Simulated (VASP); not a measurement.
A run of VASP 6.6.1:

INCAR

```
SYSTEM = TePt
PREC     = Accurate       ! precision mode
ENCUT    = 520            ! plane-wave cutoff, eV
EDIFF    = 1E-6           ! SCF threshold, eV
ISMEAR   = 0              ! smearing method
SIGMA    = 0.15           ! smearing width, eV
LREAL    = .False.        ! projectors in reciprocal space
LASPH    = .True.         ! aspherical terms in the spheres
NELM     = 150            ! most SCF steps
ALGO     = Normal         ! electronic algorithm
ISIF     = 2              ! what is computed and relaxed
LWAVE    = .False.        ! write WAVECAR
LCHARG   = .False.        ! write CHGCAR
ISPIN    = 2              ! spin polarisation
MAGMOM   = 0 0 0.375 0.375 ! initial moments
LORBIT   = 11             ! projections on sites
NUPDOWN  = 0.75           ! fixed moment
LMAXMIX  = 4              ! l up to which the mixer works
NBANDS   = 28             ! bands
```

The input KPOINTS:

```
Automatic mesh
0
Gamma
  12 12 8
  0 0 0
```

POSCAR

```
TePt
1.0
    4.1415702800      0.0000000000      0.0000000000
   -2.0707851400      3.5867050741      0.0000000000
    0.0000000000      0.0000000000      5.4297017838
Te Pt
2 2
Direct
    0.3333333333      0.6666666667      0.2500000000
    0.6666666667      0.3333333333      0.7500000000
    0.0000000000      0.0000000000      0.0000000000
    0.0000000000      0.0000000000      0.5000000000
```

Potentials or basis: VASP PAW LDA potentials, release 64 (Te, Pt).

Launch:

```console
$ cat potpaw_LDA.64/Te/POTCAR potpaw_LDA.64/Pt/POTCAR > POTCAR
$ mpirun -np 1 vasp_std > vasp.out
```

Hardware: 1 thread of Intel(R) Xeon(R) Platinum 8488C (Sapphire Rapids), on a shared host.

**Question.** Estimate the wall time of this run.

**Answer.** It took 3.2 min on 1 thread of Intel(R) Xeon(R) Platinum 8488C (Sapphire Rapids), on a shared host, peak memory 0.4 GiB. Counts: scf iterations 12, k points 95.
